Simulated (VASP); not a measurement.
# Si4Mo2N in VASP: a series of runs

Runs on Si4Mo2N. Level: PBE. Tasks: single point.

Program: VASP 6.6.1. These are calculated values, not measurements. Logs are shortened: lines on timing, memory, paths and dates and some standing lists are left out, and cuts for length are marked.

**1. The cell of the first run**

The cell holds a slab with vacuum, 7 atoms: a = 3.217 Å, b = 3.217 Å, c = 21.879 Å, α = 90.00°, β = 90.00°, γ = 90.00°.

**2. Single point, PBE**

INCAR

```
PREC = Accurate
ENCUT = 520
EDIFF = 1E-6
ISMEAR = 0
SIGMA = 0.1
LREAL = False
LASPH = True
NELM = 100
ALGO = Normal
ISIF = 2
LWAVE = False
LCHARG = False
LDIPOL = True
IDIPOL = 3
DIPOL = 0.5 0.5 0.360
GGA = PE
NBANDS = 34
```

KPOINTS

```
regular mesh
0
Gamma
  8 8 1
```

POSCAR

```
Si4Mo2N
1.0
    3.2169717285      0.0000000000      0.0000000000
    0.0000000000      3.2169717285      0.0000000000
    0.0000000000      0.0000000000     21.8787970046
Si Mo N
4 2 1
Direct
    0.0000000000      0.0000000000      0.1828254085
    0.0000000000      0.0000000000      0.3015081460
    0.5000000000      0.5000000000      0.3593659936
    0.5000000000      0.5000000000      0.4743769505
    0.5000000000      0.5000000000      0.2421667772
    0.0000000000      0.0000000000      0.4192862006
    0.6250000000      0.7500000000      0.5376171947
```

Potentials or basis: VASP PAW PBE potentials, release 64 (Si, Mo_sv, N).

Started as:

```console
$ cat potpaw_PBE.64/Si/POTCAR potpaw_PBE.64/Mo_sv/POTCAR potpaw_PBE.64/N/POTCAR > POTCAR
$ mpirun -np 1 vasp_std > vasp.out
```

OUTCAR:

```text
PREC = Accurate
   ENCUT = 520
   EDIFF = 1E-6
   ISMEAR = 0
   LREAL = False
   LASPH = True
   NELM = 100
   ISIF = 2
   GGA = PE

 ion  position               nearest neighbor table
   1  0.000  0.000  0.183-   2 2.60   5 2.62   5 2.62   5 2.62   5 2.62
   2  0.000  0.000  0.302-   6 2.58   1 2.60   3 2.60   3 2.60   3 2.60   3 2.60   5 2.62   5 2.62
                             5 2.62   5 2.62
   3  0.500  0.500  0.359-   4 2.52   5 2.56   2 2.60   2 2.60   2 2.60   2 2.60   6 2.63   6 2.63
                             6 2.63   6 2.63
   4  0.500  0.500  0.474-   7 1.65   3 2.52   6 2.57   6 2.57   6 2.57   6 2.57
   5  0.500  0.500  0.242-   3 2.56   1 2.62   1 2.62   1 2.62   1 2.62   2 2.62   2 2.62   2 2.62
                             2 2.62
   6  0.000  0.000  0.419-   4 2.57   4 2.57   4 2.57   4 2.57   2 2.58   3 2.63   3 2.63   3 2.63
                             3 2.63
   7  0.625  0.750  0.538-   4 1.65

  LATTYP: Found a simple tetragonal cell.
 ALAT       =     3.2169717285
 C/A-ratio  =     6.8010535532

  Lattice vectors:

 A1 = (   3.2169717285,   0.0000000000,   0.0000000000)
 A2 = (   0.0000000000,   3.2169717285,   0.0000000000)
 A3 = (   0.0000000000,   0.0000000000,  21.8787970046)

Analysis of symmetry for initial positions (statically):
=====================================================================
 Subroutine PRICEL returns:
 Original cell was already a primitive cell.

 Routine SETGRP: Setting up the symmetry group for a
 simple tetragonal supercell.

 Subroutine GETGRP returns: Found  1 space group operations
 (whereof  1 operations were pure point group operations)
 out of a pool of 16 trial point group operations.

The static configuration has the point symmetry C_1 .

Analysis of symmetry for dynamics (positions and initial velocities):
=====================================================================
 Subroutine PRICEL returns:
 Original cell was already a primitive cell.

 Routine SETGRP: Setting up the symmetry group for a
 simple tetragonal supercell.

 Subroutine GETGRP returns: Found  1 space group operations
 (whereof  1 operations were pure point group operations)
 out of a pool of 16 trial point group operations.

The dynamic configuration has the point symmetry C_1 .

 Subroutine INISYM returns: Found  1 space group operations
 (whereof  1 operations are pure point group operations),
 and found     1 'primitive' translations

----------------------------------------------------------------------------------------

                                     Primitive cell

  volume of cell :     226.4216

  direct lattice vectors                    reciprocal lattice vectors
     3.216971728  0.000000000  0.000000000     0.310851349  0.000000000  0.000000000
     0.000000000  3.216971728  0.000000000     0.000000000  0.310851349  0.000000000
     0.000000000  0.000000000 21.878797005     0.000000000  0.000000000  0.045706352

  length of vectors
     3.216971728  3.216971728 21.878797005     0.310851349  0.310851349  0.045706352

  position of ions in fractional coordinates (direct lattice)
     0.000000000  0.000000000  0.182825409
     0.000000000  0.000000000  0.301508146
     0.500000000  0.500000000  0.359365994
     0.500000000  0.500000000  0.474376951
     0.500000000  0.500000000  0.242166777
     0.000000000  0.000000000  0.419286201
     0.625000000  0.750000000  0.537617195

  ion indices of the primitive-cell ions
   primitive index   ion index
                 1           1
                 2           2
                 3           3
                 4           4
                 5           5
                 6           6
                 7           7

----------------------------------------------------------------------------------------

 KPOINTS: regular mesh

Automatic generation of k-mesh.
 Grid dimensions read from file:
 generate k-points for:    8    8    1

 Generating k-lattice:

  Cartesian coordinates                     Fractional coordinates (reciprocal lattice)
     0.038856419  0.000000000  0.000000000     0.125000000  0.000000000  0.000000000
     0.000000000  0.038856419  0.000000000     0.000000000  0.125000000  0.000000000
     0.000000000  0.000000000  0.045706352     0.000000000  0.000000000  1.000000000

  Length of vectors
     0.038856419  0.038856419  0.045706352

  Shift w.r.t. Gamma in fractional coordinates (k-lattice)
     0.000000000  0.000000000  0.000000000

 Subroutine IBZKPT returns following result:
 ===========================================

 Found     34 irreducible k-points:

 Following reciprocal coordinates:
            Coordinates               Weight
  0.000000  0.000000  0.000000      1.000000
  0.125000  0.000000  0.000000      2.000000
  0.000000  0.125000  0.000000      2.000000
  0.250000  0.000000  0.000000      2.000000
  0.000000  0.250000  0.000000      2.000000
  0.375000  0.000000  0.000000      2.000000
[... 16 lines left out ...]
 -0.250000  0.250000  0.000000      2.000000
  0.375000  0.250000  0.000000      2.000000
 [... further k-points ...]
   k-points           NKPTS =     34   k-points in BZ     NKDIM =     34   number of bands    NBANDS=     34
   number of dos      NEDOS =    301   number of ions     NIONS =      7
   total plane-waves  NPLWV =  96768
   dimension x,y,z NGX =    24 NGY =   24 NGZ =  168
   dimension x,y,z NGXF=    48 NGYF=   48 NGZF=  336
   ions per type =               4   2   1
   NGX,Y,Z   is equivalent  to a cutoff of  12.40, 12.40, 12.77 a.u.
   NGXF,Y,Z  is equivalent  to a cutoff of  24.81, 24.81, 25.53 a.u.
 SYSTEM =  unknown system
   PREC   = accura    normal or accurate (medium, high low for compatibility)
   ISTART =      0    job   : 0-new  1-cont  2-samecut
   ICHARG =      2    charge: 1-file 2-atom 10-const
   ISPIN  =      1    spin polarized calculation?
   LNONCOLLINEAR =      F non collinear calculations
   LSORBIT =      F    spin-orbit coupling
   LASPH  =      T    aspherical Exc in radial PAW
   ENCUT  =  520.0 eV  38.22 Ry    6.18 a.u.   5.98  5.98 40.68*2*pi/ulx,y,z
   NELM   =    100;   NELMIN=  2; NELMDL= -5     # of ELM steps
   EDIFF  = 0.1E-05   stopping-criterion for ELM
   LREAL  =      F    real-space projection
   EDIFFG = 0.1E-04   stopping-criterion for IOM
   NSW    =      0    number of steps for IOM
   IBRION =     -1    ionic relax: 0-MD 1-quasi-New 2-CG
   NFREE  =      0    steps in history (QN), initial steepest desc. (CG)
   ISIF   =      2    stress and relaxation
   ISYM   =      2    0-nonsym 1-usesym 2-fastsym
   POTIM  = 0.5000    time-step for ionic-motion
   TEBEG  =    0.0;   TEEND  =   0.0 temperature during run
   PSTRESS=    0.0 pullay stress
   NELECT =      49.0000    total number of electrons
   NUPDOWN=      -1.0000    fix difference up-down
   EMIN   =  10.00;   EMAX   =-10.00  energy-range for DOS
   EFERMI =   0.00;   METHOD = LEGACY
   ISMEAR =     0;   SIGMA  =   0.10  broadening in eV -4-tet -1-fermi 0-gaus
   EFERMI_NEDOS =   21; number of points for ismear=-14 and -15
   IALGO  =     38    algorithm
   IMIX   =      4    mixing-type and parameters
     AMIX     =   0.40;   BMIX     =  1.00
     AMIX_MAG =   1.60;   BMIX_MAG =  1.00
  volume/ion in A,a.u.               =      32.35       218.28
  Fermi-wavevector in a.u.,A,eV,Ry     =   0.982881  1.857376 13.143974  0.966055
  Thomas-Fermi vector in A             =   2.113997
   LORBIT       =      0    0 simple, 1 ext, 2 COOP (PROOUT), +10 PAW based schemes
   GGA     = PE    functional components
   LHFCALC =     F    Hartree Fock is set to
   AEXX    =    0.0000 exact exchange contribution
   IVDW    =     0    specifies the selected vdW correction
   LEPSILON=     F    determine dielectric tensor
   LRPA    =     F    only Hartree local field effects (RPA)
 non-spin polarized calculation
 Gauss-broadening in eV      SIGMA  =   0.10
  energy-cutoff  :      520.00
  volume of cell :      226.42
 maximum number of plane-waves:      6156
   NGX = 11   NGY = 11   NGZ = 81

 dipolmoment           0.000000      0.000000     -0.312761 electrons x Angstroem

 number of electron      49.0000006 magnetization

 dipolmoment           0.000000      0.000000      0.203955 electrons x Angstroem

 Free energy of the ion-electron system (eV)
  ---------------------------------------------------
  ext. energy  EPLUGINS =         0.00000000
  ---------------------------------------------------
  free energy    TOTEN  =       -49.57825949 eV

  energy without entropy =      -49.54703214  energy(sigma->0) =      -49.56264582

 E-fermi :   0.4969     XC(G=0):  -5.7460

 val. band max:        0.4650409666   @ k =   0.3750   0.0000   0.0000
 cond. band min:       0.5023070752   @ k =   0.5000   0.2500   0.0000
 fundamental gap:      0.0372661086
 Fermi energy:         0.4968838346

 k-point     1 :       0.0000    0.0000    0.0000
  band No.  band energies     occupation
      1     -59.9763      2.00000
      2     -59.9700      2.00000
      3     -34.1488      2.00000
      4     -34.1254      2.00000
      5     -34.0472      2.00000
      6     -34.0457      2.00000
[... 26 lines left out ...]
     33       4.8504      0.00000
     34       5.0705      0.00000

 k-point     2 :       0.1250    0.0000    0.0000
  band No.  band energies     occupation
      1     -59.9738      2.00000
      2     -59.9675      2.00000
      3     -34.1450      2.00000
      4     -34.1215      2.00000
      5     -34.0813      2.00000
      6     -34.0787      2.00000
[... 26 lines left out ...]
     33       5.0060      0.00000
     34       5.2833      0.00000
[... 775 lines left out ...]
     33       4.8701      0.00000
     34       5.5655      0.00000

 k-point    24 :       0.3750    0.2500    0.0000
  band No.  band energies     occupation
      1     -59.9536      2.00000
      2     -59.9470      2.00000
      3     -34.2399      2.00000
      4     -34.2311      2.00000
      5     -34.1511      2.00000
      6     -34.1390      2.00000
[... 26 lines left out ...]
     33       5.1054      0.00000
     34       5.6669      0.00000

 [... further k-points ...]

------------------------ aborting loop because EDIFF is reached ----------------------------------------

 vacuum level on the upper side and lower side of the slab       (xc-potential included)         1.728        -1.751

  FORCE on cell =-STRESS in cart. coord.  units (eV):
  Direction    XX          YY          ZZ          XY          YZ          ZX
  --------------------------------------------------------------------------------------
  -------------------------------------------------------------------------------------
  Total       -0.3747773     -0.0505311     -0.0834761      0.3169006      1.7844396      0.2268007
  in kB       -2.6519535     -0.3575619     -0.5906835      2.2424138     12.6268349      1.6048594
  external PRESSURE =      -1.2000663 kB  Pullay stress =       0.0000000 kB

 VOLUME and BASIS-vectors are now :
 -----------------------------------------------------------------------------
  energy-cutoff  :      520.00
  volume of cell :      226.42
      direct lattice vectors                 reciprocal lattice vectors
     3.216971728  0.000000000  0.000000000     0.310851349  0.000000000  0.000000000
     0.000000000  3.216971728  0.000000000     0.000000000  0.310851349  0.000000000
     0.000000000  0.000000000 21.878797005     0.000000000  0.000000000  0.045706352

 POSITION                                       TOTAL-FORCE (eV/Angst)
 -----------------------------------------------------------------------------------
      0.00000      0.00000      4.00000        -0.000617      0.001629      0.576139
      0.00000      0.00000      6.59664        -0.001830      0.022972     -0.379517
      1.60849      1.60849      7.86250        -0.025025     -0.033702     -0.031564
      1.60849      1.60849     10.37880        -0.487421     -1.541486      0.421498
      1.60849      1.60849      5.29832         0.025416      0.002695     -0.317171
      0.00000      0.00000      9.17348         0.152487      0.127692     -0.329803
      2.01061      2.41273     11.76242         0.336990      1.420200      0.060418
 -----------------------------------------------------------------------------------
    total drift:                               -0.000047     -0.000103      0.000176

  FREE ENERGIE OF THE ION-ELECTRON SYSTEM (eV)
  ---------------------------------------------------
  free  energy   TOTEN  =       -49.5782594921 eV

  energy  without entropy=      -49.5470321398  energy(sigma->0) =      -49.56264582

 vacuum level on the upper side and lower side of the slab         8.630         5.065
```

Wall time 4.7 min (1 thread of Intel Xeon Platinum 8488C (Sapphire Rapids), shared host); peak memory 0.44 GiB.

Results:

- Free energy: -49.5783 eV
- Largest force: 1.671 eV/Å
- Band gap on the k mesh: zero (an odd number of electrons rules out a gap without spin polarisation)

Forces in eV/Å, atoms in the order of the input:
```
Si  -0.001  0.002  0.576
Si  -0.002  0.023 -0.380
Si  -0.025 -0.034 -0.032
Si  -0.487 -1.541  0.421
Mo   0.025  0.003 -0.317
Mo   0.152  0.128 -0.330
N    0.337  1.420  0.060
```

**3. Single point, PBE**

INCAR

```
PREC = Accurate
ENCUT = 520
EDIFF = 1E-6
ISMEAR = 0
SIGMA = 0.1
LREAL = F
LASPH = T
NELM = 80
ALGO = Normal
ISIF = 2
LWAVE = F
LCHARG = F
LDIPOL = T
IDIPOL = 3
DIPOL = 0.5 0.5 0.356
GGA = PE
NBANDS = 34
```

KPOINTS is that of step 2.

Edit POSCAR of step 2 so:

```diff
@@ -14,2 +14,2 @@
     0.0000000000      0.0000000000      0.4192862006
-    0.6250000000      0.7500000000      0.5376171947
+    0.7500000000      0.8750000000      0.5108765625
```

Potentials or basis: VASP PAW PBE potentials, release 64 (Si, Mo_sv, N).

Started as:

```console
$ cat potpaw_PBE.64/Si/POTCAR potpaw_PBE.64/Mo_sv/POTCAR potpaw_PBE.64/N/POTCAR > POTCAR
$ mpirun -np 1 vasp_std > vasp.out
```

OUTCAR:

```text
PREC = Accurate
   ENCUT = 520
   EDIFF = 1E-6
   ISMEAR = 0
   LREAL = F
   LASPH = T
   NELM = 80
   ISIF = 2
   GGA = PE

 ion  position               nearest neighbor table
   1  0.000  0.000  0.183-   2 2.60   5 2.62   5 2.62   5 2.62   5 2.62
   2  0.000  0.000  0.302-   6 2.58   1 2.60   3 2.60   3 2.60   3 2.60   3 2.60   5 2.62   5 2.62
                             5 2.62   5 2.62
   3  0.500  0.500  0.359-   4 2.52   5 2.56   2 2.60   2 2.60   2 2.60   2 2.60   6 2.63   6 2.63
                             6 2.63   6 2.63
   4  0.500  0.500  0.474-   7 1.66   7 2.31   3 2.52   6 2.57   6 2.57   6 2.57   6 2.57
   5  0.500  0.500  0.242-   3 2.56   1 2.62   1 2.62   1 2.62   1 2.62   2 2.62   2 2.62   2 2.62
                             2 2.62
   6  0.000  0.000  0.419-   7 2.20   4 2.57   4 2.57   4 2.57   4 2.57   2 2.58   3 2.63   3 2.63
                             3 2.63   3 2.63
   7  0.750  0.875  0.511-   4 1.66   6 2.20   4 2.31

  LATTYP: Found a simple tetragonal cell.
 ALAT       =     3.2169717285
 C/A-ratio  =     6.8010535532

  Lattice vectors:

[... 201 lines left out ...]
      1     -59.6186      2.00000
      2     -59.4199      2.00000
      3     -33.8098      2.00000
      4     -33.7623      2.00000
      5     -33.6391      2.00000
      6     -33.5775      2.00000
[... 877 lines left out ...]
     33       5.5607      0.00000
     34       6.0083      0.00000

 [... further k-points ...]

------------------------ aborting loop because EDIFF is reached ----------------------------------------

 vacuum level on the upper side and lower side of the slab       (xc-potential included)         0.963        -0.986

  FORCE on cell =-STRESS in cart. coord.  units (eV):
  Direction    XX          YY          ZZ          XY          YZ          ZX
  --------------------------------------------------------------------------------------
  -------------------------------------------------------------------------------------
  Total        1.4846924     -0.3588618      1.9865186      2.0377067      2.2457305     -1.3576579
  in kB       10.5058004     -2.5393344     14.0567619     14.4189731     15.8909656     -9.6068943
  external PRESSURE =       7.3410760 kB  Pullay stress =       0.0000000 kB

 VOLUME and BASIS-vectors are now :
 -----------------------------------------------------------------------------
  energy-cutoff  :      520.00
  volume of cell :      226.42
      direct lattice vectors                 reciprocal lattice vectors
     3.216971728  0.000000000  0.000000000     0.310851349  0.000000000  0.000000000
     0.000000000  3.216971728  0.000000000     0.000000000  0.310851349  0.000000000
     0.000000000  0.000000000 21.878797005     0.000000000  0.000000000  0.045706352

 POSITION                                       TOTAL-FORCE (eV/Angst)
 -----------------------------------------------------------------------------------
      0.00000      0.00000      4.00000        -0.000641      0.018622      0.688701
      0.00000      0.00000      6.59664        -0.004277      0.025747     -0.586871
      1.60849      1.60849      7.86250        -0.089316     -0.023457     -0.335344
      1.60849      1.60849     10.37880        -0.552773     -2.835603      1.386485
      1.60849      1.60849      5.29832         0.078931     -0.013094     -0.483025
      0.00000      0.00000      9.17348         0.826102     -0.039255     -0.712033
      2.41273      2.81485     11.17736        -0.258026      2.867039      0.042088
 -----------------------------------------------------------------------------------
    total drift:                               -0.000046     -0.000073      0.000289

  FREE ENERGIE OF THE ION-ELECTRON SYSTEM (eV)
  ---------------------------------------------------
  free  energy   TOTEN  =       -50.8042277425 eV

  energy  without entropy=      -50.7788435792  energy(sigma->0) =      -50.79153566

 vacuum level on the upper side and lower side of the slab         7.568         5.570
```

It took 5 min on 1 thread of Intel Xeon Platinum 8488C (Sapphire Rapids), shared host; peak memory 0.44 GiB.

Results:

```yaml
Free_energy: -50.8042 eV
Largest_force: 3.204 eV/Å
Band_gap_on_the_k_mesh: zero (an odd number of electrons rules out a gap without spin polarisation)
```

Forces in eV/Å, atoms in the order of the input:
```
Si  -0.001  0.019  0.689
Si  -0.004  0.026 -0.587
Si  -0.089 -0.023 -0.335
Si  -0.553 -2.836  1.386
Mo   0.079 -0.013 -0.483
Mo   0.826 -0.039 -0.712
N   -0.258  2.867  0.042
```

**4. Single point, PBE**

INCAR

```
  PREC = Accurate
  ENCUT = 520
  EDIFF = 1E-6
  ISMEAR = 0
  SIGMA = 0.1
  LREAL = False
  LASPH = True
  NELM = 60
  ALGO = Normal
  ISIF = 2
  LWAVE = False
  LCHARG = False
  LDIPOL = True
  IDIPOL = 3
  DIPOL = 0.5 0.5 0.357
  GGA = PE
  NBANDS = 34
```

KPOINTS

```
Automatic mesh
0
Gamma
  8 8 1
```

Edit POSCAR of step 3 so:

```diff
@@ -14,2 +14,2 @@
     0.0000000000      0.0000000000      0.4192862006
-    0.7500000000      0.8750000000      0.5108765625
+    0.6250000000      0.8750000000      0.5191877862
```

Started as:

```console
$ cat potpaw_PBE.64/Si/POTCAR potpaw_PBE.64/Mo_sv/POTCAR potpaw_PBE.64/N/POTCAR > POTCAR
$ mpirun -np 1 vasp_std > vasp.out
```

It took 4.7 min on 1 thread of Intel Xeon Platinum 8488C (Sapphire Rapids), shared host; peak memory 0.44 GiB.

The run converged. Its results:

| Property | Result |
| --- | --- |
| Free energy | -50.7609 eV |
| Largest force | 4.533 eV/Å |
| Band gap on the k mesh | zero (an odd number of electrons rules out a gap without spin polarisation) |

Forces on the atoms (eV/Å):
```
Si   0.014  0.025  0.594
Si  -0.012  0.034 -0.504
Si  -0.073 -0.071 -0.219
Si  -0.484 -4.481  0.481
Mo   0.051 -0.050 -0.277
Mo   0.321  0.162 -0.104
N    0.182  4.381  0.028
```

Levels at points of the mesh, in eV from the Fermi level:
```tsv
k point	band 22	band 23	band 24	band 25	band 26	band 27
(0.00, 0.00, 0.00)	-0.57	-0.34	0.04	0.33	0.67	1.00
(0.50, 0.00, 0.00)	-1.77	-0.39	-0.33	-0.21	-0.14	1.77
(0.00, 0.50, 0.00)	-1.67	-1.24	-0.26	-0.21	0.26	2.07
(0.50, 0.50, 0.00)	-1.73	-1.65	-1.31	0.52	1.35	2.03
```

**5. Summary**

```csv
cell,gap on the mesh (eV),largest force (eV/Å)
"as given, atomic positions A",none,1.67
"as given, atomic positions B",none,3.20
"as given, atomic positions C",none,4.53
```

Alike in all rows: task single point; level PBE; potentials or basis VASP PAW PBE potentials, release 64 (Si, Mo_sv, N); no spin polarisation; k mesh 8 × 8 × 1; cutoff (eV) 520; smearing gaussian 0.1 eV.

Absolute energies hang on the potentials; compare differences alone.
